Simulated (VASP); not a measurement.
Input of a VASP 6.6.1 run:

The input POSCAR:

```
KMgI3
1.0
    5.8719951718      0.0000000000      0.0000000000
    0.0000000000      5.8719951718      0.0000000000
    0.0000000000      0.0000000000      5.7736414145
K Mg I
1 1 3
Direct
    0.0000000000      0.0000000000      0.0000000000
    0.5000000000      0.5000000000      0.5000000000
    0.5000000000      0.5000000000      0.0000000000
    0.5000000000      0.0000000000      0.5000000000
    0.0000000000      0.5000000000      0.5000000000
```

INCAR.step1

```
SYSTEM = KMgI3
ALGO = Normal ; EDIFF = 1E-4
ENCUT = 520 ; GGA = PE
ISMEAR = 0 ; LASPH = .True.
LCHARG = .False. ; LREAL = .False.
LWAVE = .True. ; NBANDS = 24
NELM = 80 ; PREC = Accurate
SIGMA = 0.01
```

Contents of INCAR.step2:

```
SYSTEM = KMgI3
ALGO = Normal ; EDIFF = 1E-6
ENCUT = 520 ; ISIF = 2
ISMEAR = 0 ; ISTART = 1
LASPH = .True. ; LCHARG = .True.
LELF = .True. ; LMIXTAU = .True.
LREAL = .False. ; LVHAR = .True.
LWAVE = .False. ; METAGGA = R2SCAN
NBANDS = 24 ; NELM = 80
PREC = Accurate ; SIGMA = 0.01
```

Contents of KPOINTS:

```
k-points
0
Gamma
  4 4 4
  0 0 0
```

Potentials or basis: VASP PAW PBE potentials, release 64 (K_sv, Mg, I).

Launch:

```sh
$ cat potpaw_PBE.64/K_sv/POTCAR potpaw_PBE.64/Mg/POTCAR potpaw_PBE.64/I/POTCAR > POTCAR
$ cp INCAR.step1 INCAR
$ mpirun -np 1 vasp_std > vasp.out
$ cp INCAR.step2 INCAR
$ mpirun -np 1 vasp_std > vasp.out
```

**Question.** What does it give for the pressure?

**Answer.** -0.3 GPa.

**Question.** Predict the band gap on the k mesh.

**Answer.** 1.80 eV (least direct gap 2.32 eV).

Stress tensor (GPa, compression positive):
```
-0.45  0.00  0.00
 0.00 -0.45  0.00
 0.00  0.00 -0.08
```

Caveat: the cell differs from its parent crystal (epitaxial xy strain +1.0%); the PAW data sets were made with another functional, which shifts forces and pressure a little; spin-orbit coupling is left out, which moves the levels of the heavy elements. A k mesh can miss the band edges.
